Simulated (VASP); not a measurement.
A run of VASP 6.6.1 is set up as follows.

Contents of INCAR:

```
SYSTEM = InP
  ALGO = Normal
  EDIFF = 1E-6
  ENCUT = 520
  ISIF = 2
  ISMEAR = 0
  LASPH = .True.
  LCHARG = .False.
  LREAL = .False.
  LWAVE = .False.
  NBANDS = 16
  NELM = 100
  PREC = Accurate
  SIGMA = 0.01
```

KPOINTS

```
k-points
0
Gamma
  8 8 8
  0 0 0
```

The input POSCAR:

```
InP
1.0
    0.0000000000      2.8652658893      2.8652658893
    2.8652658893      0.0000000000      2.8652658893
    2.8652658893      2.8652658893      0.0000000000
In P
1 1
Direct
    0.0000000000      0.0000000000      0.0000000000
    0.7500000000      0.7500000000      0.7500000000
```

Potentials or basis: VASP PAW LDA potentials, release 64 (In_d, P).

Command:

```bash
$ cat potpaw_LDA.64/In_d/POTCAR potpaw_LDA.64/P/POTCAR > POTCAR
$ mpirun -np 1 vasp_std > vasp.out
```

Predict the band gap on the k mesh.

0.87 eV, direct.

Estimate the pressure.

4.0 GPa.

Caveat: spin-orbit coupling is left out, which moves the levels of the heavy elements.
